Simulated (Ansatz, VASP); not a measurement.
## Se in VASP and in Ansatz

```xyz
1
Lattice="0.0000 2.1905 2.1905 2.1905 0.0000 2.1905 2.1905 2.1905 0.0000" Properties=species:S:1:pos:R:3 pbc="T T T"
Se    0.0000    0.0000    0.0000
```

Alike in both runs: functional RPBE; k mesh 12 × 12 × 12; occupations fermi-dirac, width 0.1 eV; no spin polarisation.

Ansatz relaxed the structure, and its values are those at the end. VASP's run is a single point on that final structure, the one shown.

```csv
,VASP,Ansatz
version,VASP 6.6.1,Ansatz 0.2.0
potentials or method,"VASP PAW PBE potentials, release 64 (Se), cutoff 520 eV","plane waves (420 eV) with PAW, scalar-relativistic"
valence electrons in the cell,6,16
```

```csv
,VASP,Ansatz,Ansatz less VASP
pressure (GPa),-0.1,0.0,+0.06
```

VASP's potentials were made for PBE, not for RPBE. VASP's potentials hold 6 valence electrons a cell and Ansatz's 16, so a difference there can come from the potentials and not from the codes.
